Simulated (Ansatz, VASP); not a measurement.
**InSe: VASP beside Ansatz**

INCAR

```
PREC = Accurate
ENCUT = 520
EDIFF = 1E-6
ISMEAR = 0
SIGMA = 0.03
LREAL = False
LASPH = True
NELM = 60
ALGO = Normal
ISIF = 2
LWAVE = False
LCHARG = True
GGA = PE
IVDW = 12
LELF = True
LVHAR = True
NBANDS = 48
```

The input KPOINTS:

```
regular mesh
0
Gamma
  12 12 2
```

The input POSCAR:

```
InSe
1.0
    4.0317714860      0.0000000000      0.0000000000
   -2.0158857430      3.4916165292      0.0000000000
    0.0000000000      0.0000000000     16.7623717135
In Se
4 4
Direct
    0.3190133186      0.6380266373      0.1666581949
    0.6523466520      0.3046933039      0.6666581949
    0.3190133186      0.6380266373      0.3333418051
    0.6523466520      0.3046933039      0.8333418051
    0.3333333333      0.6666666667      0.5898711344
    0.6666666667      0.3333333333      0.0898711344
    0.3333333333      0.6666666667      0.9101288656
    0.6666666667      0.3333333333      0.4101288656
```

Input for Ansatz:

```yaml
crystal:
  lattice:
    - [4.031771486, 0.0, 0.0]
    - [-2.015885743, 3.4916165292, 0.0]
    - [0.0, 0.0, 16.7623717135]
  atoms:
    - { symbol: In, position: [0.3190133186, 0.6380266373, 0.1666581949] }
    - { symbol: In, position: [0.652346652, 0.3046933039, 0.6666581949] }
    - { symbol: In, position: [0.3190133186, 0.6380266373, 0.3333418051] }
    - { symbol: In, position: [0.652346652, 0.3046933039, 0.8333418051] }
    - { symbol: Se, position: [0.3333333333, 0.6666666667, 0.5898711344] }
    - { symbol: Se, position: [0.6666666667, 0.3333333333, 0.0898711344] }
    - { symbol: Se, position: [0.3333333333, 0.6666666667, 0.9101288656] }
    - { symbol: Se, position: [0.6666666667, 0.3333333333, 0.4101288656] }
basis:
  ecutwfc: 420
kpoints:
  mp_grid: { grid: [12, 12, 2] }
hamiltonian:
  xc: pbe
  dispersion: d3bj
scf:
  occupations: { method: gaussian, width: 0.03 }
output:
  forces: true
  stress: true
  eigenvalues: true
```

Change from the starting cell: all In atoms moved -0.100 Å, as atom 1 along Cartesian [0 1 0].

Alike in both runs: task single point; functional PBE; dispersion D3(BJ); k mesh 12 × 12 × 2; occupations gaussian, width 0.03 eV; no spin polarisation.

```csv
,VASP,Ansatz
version,VASP 6.6.1,Ansatz 0.2.0
potentials or method,"VASP PAW PBE potentials, release 64 (In_d, Se), cutoff 520 eV","scalar-relativistic, plane waves, PAW"
valence electrons in the cell,76,116
```

```csv
,VASP,Ansatz,Ansatz less VASP
gap on the k mesh at the Fermi level (eV),0.36,0.37,+0.013
least direct gap on the mesh (eV),0.36,0.37,+0.013
pressure (GPa),0.2,0.2,-0.04
"traceless stress, the component that is largest in VASP (GPa)",-0.08,-0.09,-0.003
rms of the force components (eV/Å),0.297,0.294,-0.0023
```

Atom by atom the forces differ by 0.008 eV/Å (rms over components). VASP's potentials hold 76 valence electrons a cell and Ansatz's 116, so a difference there can come from the potentials and not from the codes.
